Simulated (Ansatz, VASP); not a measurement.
TiAl in VASP and in Ansatz

```
Ti Al
1.0
     2.86726    0.00000    0.00000
    -1.43363    2.48312    0.00000
     0.00000    0.00000    4.74825
Ti Al
1 1
Cartesian
  0.0000 0.0000 0.0000
  0.0000 1.6554 2.3741
```

Change from the starting cell: strain +0.000 along x and y, +0.015 along z, atoms carried along.

Alike in both runs: task single point; functional r2SCAN; k mesh 18 × 18 × 10; occupations gaussian, width 0.15 eV; no spin polarisation.

|  | VASP | Ansatz |
| --- | --- | --- |
| version | VASP 6.6.1 | Ansatz 0.2.0 |
| potentials or method | VASP PAW PBE potentials, release 64 (Ti_sv, Al), cutoff 520 eV | scalar-relativistic, plane waves, PAW |
| valence electrons in the cell | 15 | 15 |

Ansatz gave:

| Property | Result |
| --- | --- |
| gap on the k mesh at the Fermi level (eV) | none |
| pressure (GPa) | -2.8 |
| traceless stress, the component that is largest in VASP (GPa) | -2.85 |

What did VASP give for the same quantities?

gap on the k mesh at the Fermi level (eV): none; pressure (GPa): -2.7; traceless stress, the component that is largest in VASP (GPa): -2.84.

VASP's potentials were made for PBE, not for r2SCAN. A gap of «none» marks a metal or a gap that the smearing closes.
